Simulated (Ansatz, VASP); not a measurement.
**One calculation of BaTiO3, two programs**

```
Ba Ti O
1.0
     4.02629    0.00000    0.00000
     0.00000    4.02629    0.00000
     0.00000    0.00000    4.04461
Ba Ti O
1 1 3
Direct
  0.00000 0.00000 0.00000
  0.50000 0.50000 0.50000
  0.50000 0.50000 0.00000
  0.50000 0.00000 0.50000
  0.00000 0.50000 0.50000
```

Change from the starting cell: volume scaled by 1.02, crystal datasets.

Alike in both runs: task electric field gradients; functional PBE; k mesh 7 × 7 × 7; occupations fermi-dirac, width 0.03 eV; no spin polarisation.

|  | VASP | Ansatz |
| --- | --- | --- |
| version | VASP 6.6.1 | Ansatz 0.2.0 |
| potentials or method | VASP PAW PBE potentials, release 64 (Ba_sv, Ti_sv, O), cutoff 520 eV | all-electron PAW with datasets made for the crystal, scalar-relativistic |

VASP gave:

```
gap on the k mesh at the Fermi level (eV)                     : 1.76
pressure (GPa)                                                : 0.1
traceless stress, the component that is largest in VASP (GPa) : -0.53
size of Vzz on the site where it differs most (V/Å²)          : 28.2
```

Question: What did Ansatz give for the same quantities?

Answer: gap on the k mesh at the Fermi level (eV): 1.81; pressure (GPa): -1.5; traceless stress, the component that is largest in VASP (GPa): -0.51; size of Vzz on the site where it differs most (V/Å²): 28.0.

Ansatz ran all-electron here, and VASP with PAW potentials. Ansatz's warnings: printed levels off.

Spin-orbit coupling is off throughout.
